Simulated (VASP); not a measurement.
Si (a cell with a defect), 17 atoms in the cell. The cell holds a defect, 17 atoms: a = 7.679 Å, b = 7.679 Å, c = 7.679 Å, α = 60.00°, β = 60.00°, γ = 60.00°. 

| Quantity | Value |
| --- | --- |
| Program | VASP 6.6.1 |
| Task | single point |
| Functional | PBE |
| Potentials or basis | VASP PAW PBE potentials, release 64 (Si) |
| Cutoff | 520 eV |
| k mesh | 2 × 2 × 2 |
| Occupations | gaussian, width 0.05 eV |
| Spin | no spin polarisation |
| Dipole correction | no |
| Further INCAR settings | LREAL = Auto; ALGO = Normal; EDIFF = 1e-07; NBANDS = 48 |

Potentials or basis: VASP PAW PBE potentials, release 64 (Si).

The run is started by

```console
$ cat potpaw_PBE.64/Si/POTCAR > POTCAR
$ mpirun -np 1 vasp_std > vasp.out
```

Hardware: 1 thread of AMD EPYC 7R43 64-Core Processor (Zen 3), with other jobs on the host.

Task: How long does it take, and how much memory?

Result: It took 3.8 min on 1 thread of AMD EPYC 7R43 64-Core Processor (Zen 3) (shared host), peak memory 0.42 GiB. Counts: scf iterations 14, k points 8.
